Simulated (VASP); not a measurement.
# Sr (Im-3m) in VASP: notebook

Sr is run at these levels: revPBE; tasks: single point.

Program: VASP 6.6.1. These are calculated values, not measurements. Logs are shortened: lines on timing, memory, paths and dates and some standing lists are left out, and cuts for length are marked.

**1. The cell of the first run**

The structure is cubic, space group Im-3m (No. 229). Conventional cell: a = 4.851 Å, b = 4.851 Å, c = 4.851 Å, α = 90.00°, β = 90.00°, γ = 90.00°. Within 5.5 Å of Sr (site symmetry m-3m) lie 14 Sr at 4.20 to 4.85 Å.

**2. Single point, revPBE**

Input file INCAR:

```
PREC     = Accurate       # precision mode
ENCUT    = 520            # plane-wave cutoff, eV
EDIFF    = 1E-6           # SCF threshold, eV
ISMEAR   = -1             # smearing method
SIGMA    = 0.1            # smearing width, eV
LREAL    = F              # projectors in reciprocal space
LASPH    = T              # aspherical terms in the spheres
NELM     = 100            # most SCF steps
ALGO     = Normal         # electronic algorithm
ISIF     = 2              # what is computed and relaxed
LWAVE    = F              # write WAVECAR
LCHARG   = F              # write CHGCAR
GGA      = RE             # functional
NBANDS   = 11             # bands
```

Input file KPOINTS:

```
regular mesh
0
Gamma
  10 10 10
```

Input file POSCAR:

```
Sr
1.0
   -2.4253432070      2.4253432070      2.4253432070
    2.4253432070     -2.4253432070      2.4253432070
    2.4253432070      2.4253432070     -2.4253432070
Sr
1
Direct
    0.0000000000      0.0000000000      0.0000000000
```

Potentials or basis: VASP PAW PBE potentials, release 64 (Sr_sv).

Command:

```sh
$ cat potpaw_PBE.64/Sr_sv/POTCAR > POTCAR
$ mpirun -np 1 vasp_std > vasp.out
```

OUTCAR:

```text
PREC = Accurate
   ENCUT = 520
   EDIFF = 1E-6
   ISMEAR = -1
   LREAL = F
   LASPH = T
   NELM = 100
   ISIF = 2
   GGA = RE

 ion  position               nearest neighbor table
   1  0.000  0.000  0.000-

  LATTYP: Found a body centered cubic cell.
 ALAT       =     4.8506864140

  Lattice vectors:

 A1 = (  -2.4253432070,   2.4253432070,   2.4253432070)
 A2 = (   2.4253432070,  -2.4253432070,   2.4253432070)
 A3 = (   2.4253432070,   2.4253432070,  -2.4253432070)

Analysis of symmetry for initial positions (statically):
=====================================================================
 Subroutine PRICEL returns:
 Original cell was already a primitive cell.

 Routine SETGRP: Setting up the symmetry group for a
 body centered cubic supercell.

 Subroutine GETGRP returns: Found 48 space group operations
 (whereof 48 operations were pure point group operations)
 out of a pool of 48 trial point group operations.

The static configuration has the point symmetry O_h .

Analysis of symmetry for dynamics (positions and initial velocities):
=====================================================================
 Subroutine PRICEL returns:
 Original cell was already a primitive cell.

 Routine SETGRP: Setting up the symmetry group for a
 body centered cubic supercell.

 Subroutine GETGRP returns: Found 48 space group operations
 (whereof 48 operations were pure point group operations)
 out of a pool of 48 trial point group operations.

The dynamic configuration has the point symmetry O_h .

 Subroutine INISYM returns: Found 48 space group operations
 (whereof 48 operations are pure point group operations),
 and found     1 'primitive' translations

----------------------------------------------------------------------------------------

                                     Primitive cell

  volume of cell :      57.0663

  direct lattice vectors                    reciprocal lattice vectors
    -2.425343207  2.425343207  2.425343207     0.000000000  0.206156390  0.206156390
     2.425343207 -2.425343207  2.425343207     0.206156390  0.000000000  0.206156390
     2.425343207  2.425343207 -2.425343207     0.206156390  0.206156390  0.000000000

  length of vectors
     4.200817660  4.200817660  4.200817660     0.291549163  0.291549163  0.291549163

  position of ions in fractional coordinates (direct lattice)
     0.000000000  0.000000000  0.000000000

  ion indices of the primitive-cell ions
   primitive index   ion index
                 1           1

----------------------------------------------------------------------------------------

 KPOINTS: regular mesh

Automatic generation of k-mesh.
 Grid dimensions read from file:
 generate k-points for:   10   10   10

 Generating k-lattice:

  Cartesian coordinates                     Fractional coordinates (reciprocal lattice)
     0.000000000  0.020615639  0.020615639     0.100000000  0.000000000  0.000000000
     0.020615639  0.000000000  0.020615639     0.000000000  0.100000000  0.000000000
     0.020615639  0.020615639  0.000000000     0.000000000  0.000000000  0.100000000

  Length of vectors
     0.029154916  0.029154916  0.029154916

  Shift w.r.t. Gamma in fractional coordinates (k-lattice)
     0.000000000  0.000000000  0.000000000

 Subroutine IBZKPT returns following result:
 ===========================================

 Found     47 irreducible k-points:

 Following reciprocal coordinates:
            Coordinates               Weight
  0.000000  0.000000  0.000000      1.000000
  0.100000  0.000000  0.000000     12.000000
  0.200000  0.000000  0.000000     12.000000
  0.300000  0.000000  0.000000     12.000000
  0.400000  0.000000  0.000000     12.000000
  0.500000  0.000000  0.000000      6.000000
[... 16 lines left out ...]
  0.300000  0.300000  0.100000      8.000000
 -0.300000  0.300000  0.100000     24.000000
 [... further k-points ...]
   k-points           NKPTS =     47   k-points in BZ     NKDIM =     47   number of bands    NBANDS=     11
   number of dos      NEDOS =    301   number of ions     NIONS =      1
   total plane-waves  NPLWV =  32768
   dimension x,y,z NGX =    32 NGY =   32 NGZ =   32
   dimension x,y,z NGXF=    64 NGYF=   64 NGZF=   64
   ions per type =               1
   NGX,Y,Z   is equivalent  to a cutoff of  12.66, 12.66, 12.66 a.u.
   NGXF,Y,Z  is equivalent  to a cutoff of  25.33, 25.33, 25.33 a.u.
 SYSTEM =  unknown system
   PREC   = accura    normal or accurate (medium, high low for compatibility)
   ISTART =      0    job   : 0-new  1-cont  2-samecut
   ICHARG =      2    charge: 1-file 2-atom 10-const
   ISPIN  =      1    spin polarized calculation?
   LNONCOLLINEAR =      F non collinear calculations
   LSORBIT =      F    spin-orbit coupling
   LASPH  =      T    aspherical Exc in radial PAW
   ENCUT  =  520.0 eV  38.22 Ry    6.18 a.u.   7.81  7.81  7.81*2*pi/ulx,y,z
   NELM   =    100;   NELMIN=  2; NELMDL= -5     # of ELM steps
   EDIFF  = 0.1E-05   stopping-criterion for ELM
   LREAL  =      F    real-space projection
   EDIFFG = 0.1E-04   stopping-criterion for IOM
   NSW    =      0    number of steps for IOM
   IBRION =     -1    ionic relax: 0-MD 1-quasi-New 2-CG
   NFREE  =      0    steps in history (QN), initial steepest desc. (CG)
   ISIF   =      2    stress and relaxation
   ISYM   =      2    0-nonsym 1-usesym 2-fastsym
   POTIM  = 0.5000    time-step for ionic-motion
   TEBEG  =    0.0;   TEEND  =   0.0 temperature during run
   PSTRESS=    0.0 pullay stress
   NELECT =      10.0000    total number of electrons
   NUPDOWN=      -1.0000    fix difference up-down
   EMIN   =  10.00;   EMAX   =-10.00  energy-range for DOS
   EFERMI =   0.00;   METHOD = LEGACY
   ISMEAR =    -1;   SIGMA  =   0.10  broadening in eV -4-tet -1-fermi 0-gaus
   EFERMI_NEDOS =   21; number of points for ismear=-14 and -15
   IALGO  =     38    algorithm
   IMIX   =      4    mixing-type and parameters
     AMIX     =   0.40;   BMIX     =  1.00
     AMIX_MAG =   1.60;   BMIX_MAG =  1.00
  volume/ion in A,a.u.               =      57.07       385.10
  Fermi-wavevector in a.u.,A,eV,Ry     =   0.916111  1.731200 11.418827  0.839260
  Thomas-Fermi vector in A             =   2.040930
   LORBIT       =      0    0 simple, 1 ext, 2 COOP (PROOUT), +10 PAW based schemes
   GGA     = RE    functional components
   LHFCALC =     F    Hartree Fock is set to
   AEXX    =    0.0000 exact exchange contribution
   IVDW    =     0    specifies the selected vdW correction
   LEPSILON=     F    determine dielectric tensor
   LRPA    =     F    only Hartree local field effects (RPA)
 non-spin polarized calculation
  energy-cutoff  :      520.00
  volume of cell :       57.07
 maximum number of plane-waves:      1566
   NGX = 15   NGY = 15   NGZ = 15

 number of electron      10.0000000 magnetization

 Free energy of the ion-electron system (eV)
  ---------------------------------------------------
  ext. energy  EPLUGINS =         0.00000000
  ---------------------------------------------------
  free energy    TOTEN  =        -1.49487613 eV

  energy without entropy =       -1.44819655  energy(sigma->0) =       -1.47153634

 E-fermi :   1.5252     XC(G=0):  -7.1526

 val. band max:        1.5213760381   @ k =   0.5000   0.5000   0.4000
 cond. band min:       1.5376811799   @ k =   0.5000   0.5000   0.3000
 fundamental gap:      0.0163051419
 Fermi energy:         1.5252094604

 k-point     1 :       0.0000    0.0000    0.0000
  band No.  band energies     occupation
      1     -35.1901      2.00000
      2     -17.0850      2.00000
      3     -17.0850      2.00000
      4     -17.0850      2.00000
      5      -2.0279      2.00000
      6       3.9103      0.00000
      7       3.9103      0.00000
      8       3.9103      0.00000
      9       5.1746      0.00000
     10       5.1746      0.00000
     11       9.4499      0.00000

 k-point     2 :       0.1000    0.0000    0.0000
  band No.  band energies     occupation
      1     -35.1889      2.00000
      2     -17.1017      2.00000
      3     -17.0905      2.00000
      4     -17.0849      2.00000
      5      -1.8646      2.00000
      6       3.7658      0.00000
      7       3.7955      0.00000
      8       4.0672      0.00000
      9       4.9816      0.00000
     10       5.1671      0.00000
     11       9.6054      0.00000

 k-point     3 :       0.2000    0.0000    0.0000
  band No.  band energies     occupation
      1     -35.1857      2.00000
      2     -17.1449      2.00000
      3     -17.1049      2.00000
      4     -17.0849      2.00000
      5      -1.3961      2.00000
      6       3.3169      0.00000
      7       3.4384      0.00000
      8       4.5287      0.00000
      9       4.8864      0.00000
     10       5.1866      0.00000
     11       9.5543      0.00000

 k-point     4 :       0.3000    0.0000    0.0000
  band No.  band energies     occupation
      1     -35.1818      2.00000
      2     -17.1975      2.00000
      3     -17.1226      2.00000
      4     -17.0849      2.00000
      5      -0.6904      2.00000
      6       2.6543      0.00002
      7       3.1028      0.00000
      8       5.0118      0.00000
      9       5.2623      0.00000
     10       5.3008      0.00000
     11       8.5293      0.00000
[... 239 lines left out ...]
 k-point    22 :      -0.2000    0.2000    0.1000
  band No.  band energies     occupation
      1     -35.1846      2.00000
      2     -17.1448      2.00000
      3     -17.1107      2.00000
      4     -17.0985      2.00000
      5      -1.2430      2.00000
      6       3.3665      0.00000
      7       3.5246      0.00000
      8       4.2588      0.00000
      9       4.4905      0.00000
     10       5.5359      0.00000
     11       9.2464      0.00000

 k-point    23 :       0.3000    0.3000    0.1000
  band No.  band energies     occupation
      1     -35.1766      2.00000
      2     -17.1919      2.00000
      3     -17.1919      2.00000
      4     -17.1203      2.00000
      5       1.7829      0.14129
      6       1.7829      0.14129
      7       1.7998      0.12058
      8       5.0117      0.00000
      9       5.5986      0.00000
     10       5.5986      0.00000
     11       7.7589      0.00000

 k-point    24 :      -0.3000    0.3000    0.1000
  band No.  band energies     occupation
      1     -35.1808      2.00000
      2     -17.1952      2.00000
      3     -17.1286      2.00000
      4     -17.0978      2.00000
      5      -0.5477      2.00000
      6       2.6713      0.00002
      7       3.2188      0.00000
      8       4.4133      0.00000
      9       5.2133      0.00000
     10       5.5709      0.00000
     11       8.1653      0.00000

 [... further k-points ...]
[... 5 lines left out ...]
  --------------------------------------------------------------------------------------
  -------------------------------------------------------------------------------------
  Total        0.0048494      0.0048494      0.0048494      0.0000000      0.0000000      0.0000000
  in kB        0.1361502      0.1361502      0.1361502      0.0000000      0.0000000      0.0000000
  external PRESSURE =       0.1361502 kB  Pullay stress =       0.0000000 kB

 VOLUME and BASIS-vectors are now :
 -----------------------------------------------------------------------------
  energy-cutoff  :      520.00
  volume of cell :       57.07
      direct lattice vectors                 reciprocal lattice vectors
    -2.425343207  2.425343207  2.425343207     0.000000000  0.206156390  0.206156390
     2.425343207 -2.425343207  2.425343207     0.206156390  0.000000000  0.206156390
     2.425343207  2.425343207 -2.425343207     0.206156390  0.206156390  0.000000000

 POSITION                                       TOTAL-FORCE (eV/Angst)
 -----------------------------------------------------------------------------------
      0.00000      0.00000      0.00000         0.000000      0.000000      0.000000
 -----------------------------------------------------------------------------------
    total drift:                                0.000000      0.000000     -0.000000

  FREE ENERGIE OF THE ION-ELECTRON SYSTEM (eV)
  ---------------------------------------------------
  free  energy   TOTEN  =        -1.4948761349 eV

  energy  without entropy=       -1.4481965477  energy(sigma->0) =       -1.47153634
```

It took 29 s on 1 thread of AMD EPYC 7R43 (Zen 3), shared host; peak memory 0.15 GiB.

What came out:

```yaml
Free_energy: -1.4949 eV
Pressure: 0.0 GPa
Band_gap_on_the_k_mesh: zero (band 5 reaches 1.78 eV, above the bottom of band 6 at 1.46 eV)
```

Levels at points of the mesh, in eV from the Fermi level:
| k point | band 3 | band 4 | band 5 | band 6 | band 7 | band 8 |
| --- | --- | --- | --- | --- | --- | --- |
| (0.00, 0.00, 0.00) | -18.61 | -18.61 | -3.55 | 2.39 | 2.39 | 2.39 |
| (0.50, 0.00, 0.00) | -18.67 | -18.61 | -0.94 | 0.17 | 1.26 | 3.47 |
| (0.50, 0.50, 0.50) | -18.73 | -18.73 | -0.07 | -0.07 | 3.49 | 3.49 |

Caveat: the PAW data sets were made with another functional, which shifts forces and pressure a little.

**3. Single point, revPBE (volume scaled by 1.04)**

Input file INCAR:

```
ALGO     = Normal         # electronic algorithm
EDIFF    = 1E-6           # SCF threshold, eV
ENCUT    = 520            # plane-wave cutoff, eV
GGA      = RE             # functional
ISIF     = 2              # what is computed and relaxed
ISMEAR   = -1             # smearing method
LASPH    = True           # aspherical terms in the spheres
LCHARG   = False          # write CHGCAR
LREAL    = False          # projectors in reciprocal space
LWAVE    = False          # write WAVECAR
NBANDS   = 11             # bands
NELM     = 80             # most SCF steps
PREC     = Accurate       # precision mode
SIGMA    = 0.1            # smearing width, eV
```

Input file KPOINTS:

```
k-points
0
Gamma
  10 10 10
```

Input file POSCAR:

```
Sr
1.0
   -2.4572592776      2.4572592776      2.4572592776
    2.4572592776     -2.4572592776      2.4572592776
    2.4572592776      2.4572592776     -2.4572592776
Sr
1
Direct
    0.0000000000      0.0000000000      0.0000000000
```

Potentials or basis: VASP PAW PBE potentials, release 64 (Sr_sv).

Command:

```sh
$ cat potpaw_PBE.64/Sr_sv/POTCAR > POTCAR
$ mpirun -np 1 vasp_std > vasp.out
```

It took 30 s on 1 thread of AMD EPYC 7R43 (Zen 3), shared host; peak memory 0.15 GiB.

Results (log left out):

```
Free energy            : -1.4923 eV
Pressure               : -0.4 GPa
Band gap on the k mesh : zero (band 5 reaches 1.64 eV, above the bottom of band 6 at 1.37 eV)
```

Levels at points of the mesh, in eV from the Fermi level:
```csv
k point,band 2,band 3,band 4,band 5,band 6,band 7,band 8,band 9
"(0.00, 0.00, 0.00)",-18.70,-18.70,-18.70,-3.49,2.33,2.33,2.33,3.56
"(0.50, 0.00, 0.00)",-18.85,-18.75,-18.70,-0.92,0.12,1.25,3.36,4.00
"(0.50, 0.50, 0.50)",-18.81,-18.81,-18.81,-0.02,-0.02,3.35,3.35,3.35
```

Caveat: the PAW data sets were made with another functional, which shifts forces and pressure a little.

**4. Single point, revPBE (volume scaled by 1.08)**

Input file INCAR:

```
SYSTEM = Sr
  ALGO = Normal
  EDIFF = 1E-6
  ENCUT = 520
  GGA = RE
  ISIF = 2
  ISMEAR = -1
  LASPH = .True.
  LCHARG = .True.
  LELF = .True.
  LREAL = .False.
  LVHAR = .True.
  LWAVE = .False.
  NBANDS = 11
  NELM = 100
  PREC = Accurate
  SIGMA = 0.1
```

Input file KPOINTS:

```
k-points
0
Gamma
  10 10 10
  0 0 0
```

Input file POSCAR:

```
Sr
1.0
   -2.4883671278      2.4883671278      2.4883671278
    2.4883671278     -2.4883671278      2.4883671278
    2.4883671278      2.4883671278     -2.4883671278
Sr
1
Direct
    0.0000000000      0.0000000000      0.0000000000
```

Command:

```sh
$ cat potpaw_PBE.64/Sr_sv/POTCAR > POTCAR
$ mpirun -np 1 vasp_std > vasp.out
```

It took 29 s on 1 thread of AMD EPYC 7R43 (Zen 3), shared host; peak memory 0.15 GiB.

The run converged. Its results:

- Free energy: -1.4846 eV
- Pressure: -0.7 GPa
- Band gap on the k mesh: zero (band 5 reaches 1.51 eV, above the bottom of band 6 at 1.30 eV)

Levels at points of the mesh, in eV from the Fermi level:
```
           k point  band 2  band 3  band 4  band 5  band 6  band 7  band 8  band 9
(0.00, 0.00, 0.00)  -18.78  -18.78  -18.78   -3.44    2.29    2.29    2.29    3.47
(0.50, 0.00, 0.00)  -18.91  -18.83  -18.78   -0.90    0.08    1.25    3.27    3.89
(0.50, 0.50, 0.50)  -18.88  -18.88  -18.88    0.02    0.02    3.21    3.21    3.21
```

Caveat: the PAW data sets were made with another functional, which shifts forces and pressure a little.

(Part 1 of 2 ends here.)
